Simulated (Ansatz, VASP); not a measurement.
## Two plane-wave programs on Ta2N

File INCAR:

```
SYSTEM = Ta2N
PREC     = Accurate       ! precision mode
ENCUT    = 520            ! plane-wave cutoff, eV
EDIFF    = 1E-6           ! SCF threshold, eV
ISMEAR   = 0              ! smearing method
SIGMA    = 0.15           ! smearing width, eV
LREAL    = .False.        ! projectors in reciprocal space
LASPH    = .True.         ! aspherical terms in the spheres
NELM     = 100            ! most SCF steps
ALGO     = Normal         ! electronic algorithm
ISIF     = 2              ! what is computed and relaxed
LWAVE    = .False.        ! write WAVECAR
LCHARG   = .False.        ! write CHGCAR
GGA      = PS             ! functional
NBANDS   = 20             ! bands
```

File KPOINTS:

```
Automatic mesh
0
Gamma
  18 18 10
  0 0 0
```

POSCAR

```
Ta2N
1.0
    3.0786153869      0.0000000000      0.0000000000
   -1.5393076935      2.6661591336      0.0000000000
    0.0000000000      0.0000000000      4.8232571780
Ta N
2 1
Direct
    0.6338479204      0.2676958409      0.7462554481
    0.3661520796      0.7323041591      0.2537445519
    0.0000000000      0.0000000000      0.0000000000
```

Input for Ansatz:

```yaml
crystal:
  lattice:
    - [3.0786153869, 0.0, 0.0]
    - [-1.5393076935, 2.6661591336, 0.0]
    - [0.0, 0.0, 4.823257178]
  atoms:
    - { symbol: Ta, position: [0.6338479204, 0.2676958409, 0.7462554481] }
    - { symbol: Ta, position: [0.3661520796, 0.7323041591, 0.2537445519] }
    - { symbol: "N", position: [0.0, 0.0, 0.0] }
basis:
  ecutwfc: 420
kpoints:
  mp_grid: { grid: [18, 18, 10] }
hamiltonian:
  xc: pbesol
scf:
  occupations: { method: gaussian, width: 0.15 }
output:
  forces: true
  stress: true
  eigenvalues: true
```

Change from the starting cell: mode 4 (105.5 1/cm) frozen in, largest displacement +0.175 Å.

Alike in both runs: task single point; functional PBEsol; k mesh 18 × 18 × 10; occupations gaussian, width 0.15 eV; no spin polarisation.

```csv
,VASP,Ansatz
version,VASP 6.6.1,Ansatz 0.2.0
potentials or method,"VASP PAW PBE potentials, release 64 (Ta_pv, N), cutoff 520 eV","scalar-relativistic, plane waves, PAW"
valence electrons in the cell,27,31
```

VASP gave:

* gap on the k mesh at the Fermi level (eV): none
* pressure (GPa): 5.4
* traceless stress, the component that is largest in VASP (GPa): -4.46
* rms of the force components (eV/Å): 0.740

Problem. What did Ansatz give for the same quantities?

Solution. gap on the k mesh at the Fermi level (eV): none; pressure (GPa): 4.7; traceless stress, the component that is largest in VASP (GPa): -4.34; rms of the force components (eV/Å): 0.727.

VASP's potentials were made for PBE, not for PBEsol. Atom by atom the forces differ by 0.029 eV/Å (rms over components). A gap of «none» marks a metal or a gap that the smearing closes. VASP's potentials hold 27 valence electrons a cell and Ansatz's 31, so a difference there can come from the potentials and not from the codes.

Neither program's run includes spin-orbit coupling.
